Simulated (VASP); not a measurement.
Wanted: the native input for a VASP 6.6.1 run.

```
Task                   : single point
Functional             : PBE
Potentials or basis    : VASP PAW PBE potentials, release 64 (Ta_pv, O)
Cutoff                 : 520 eV
k mesh                 : 12 × 12 × 6
Occupations            : gaussian, width 0.1 eV
Spin                   : no spin polarisation
Dipole correction      : no
Further INCAR settings : ALGO = Normal; EDIFF = 1e-07; NBANDS = 30
```

The structure of TaO5 lies in POSCAR:

```
TaO5
1.0
    3.4951621034      0.0000000000      0.0000000000
   -1.7475810517      3.0268991719      0.0000000000
    0.0000000000      0.0000000000      8.8590644173
Ta O
1 5
Direct
    0.0000000000      0.0000000000      0.0000000000
    0.0000000000      0.0000000000      0.2047795681
    0.0000000000      0.0000000000      0.7952204319
    0.5000000000      0.0000000000      0.5000000000
    0.0000000000      0.5000000000      0.5000000000
    0.5000000000      0.5000000000      0.5000000000
```

The cell was built from a structure type or drawn by symmetry, and may not be a known phase.

The input as run:

INCAR

```
PREC = Accurate
ENCUT = 520
EDIFF = 1E-7
ISMEAR = 0
SIGMA = 0.1
LREAL = F
LASPH = T
NELM = 60
ALGO = Normal
ISIF = 2
LWAVE = F
LCHARG = F
GGA = PE
NBANDS = 30
```

KPOINTS

```
Automatic mesh
0
Gamma
  12 12 6
```

Potentials or basis: VASP PAW PBE potentials, release 64 (Ta_pv, O).

The run is started by

```sh
$ cat potpaw_PBE.64/Ta_pv/POTCAR potpaw_PBE.64/O/POTCAR > POTCAR
$ mpirun -np 1 vasp_std > vasp.out
```

Results of the run:

```json
{
  "Pressure": "0.4 GPa",
  "Largest force": "0.266 eV/Å",
  "Band gap on the k mesh": "zero (an odd number of electrons rules out a gap without spin polarisation)"
}
```

Caveat: spin-orbit coupling is left out, which moves the levels of the heavy elements; an odd number of electrons without spin polarisation forces a metal; a magnetic or distorted state may lie lower.

Wall time 3.9 min on 1 thread of AMD EPYC 9R45 96-Core Processor (Zen 5), with other jobs on the host, peak memory 0.3 GiB.
